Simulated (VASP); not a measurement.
A run of VASP 6.6.1:

INCAR

```
SYSTEM = Cr2O
ALGO = Normal ; EDIFF = 1E-6
ENCUT = 600 ; GGA = PE
GGA_COMPAT = .False. ; ISIF = 2
ISMEAR = -1 ; LASPH = .True.
LCHARG = .True. ; LELF = .True.
LREAL = .False. ; LVHAR = .True.
LWAVE = .False. ; NBANDS = 22
NELM = 120 ; PREC = Accurate
SIGMA = 0.06122561905347299
```

KPOINTS

```
k-points
0
Gamma
  13 13 13
  0 0 0
```

Contents of POSCAR:

```
Cr2O
1.0
    0.0000000000      2.4782370334      2.4782370334
    2.4782370334      0.0000000000      2.4782370334
    2.4782370334      2.4782370334      0.0000000000
Cr O
2 1
Direct
    0.2500000000      0.2500000000      0.2500000000
    0.7500000000      0.7500000000      0.7500000000
    0.0000000000      0.0000000000      0.0000000000
```

Potentials or basis: VASP PAW PBE potentials, release 64 (Cr_pv, O).

Run with:

```sh
$ cat potpaw_PBE.64/Cr_pv/POTCAR potpaw_PBE.64/O/POTCAR > POTCAR
$ mpirun -np 1 vasp_std > vasp.out
```

Hardware: 1 thread of AMD EPYC 9R45 96-Core Processor (Zen 5), with other jobs on the host.

Question: Estimate the wall time of this run.

Answer: It took 43 s on 1 thread of AMD EPYC 9R45 96-Core Processor (Zen 5), on a shared host, peak memory 0.17 GiB. Counts: scf iterations 13, k points 84.
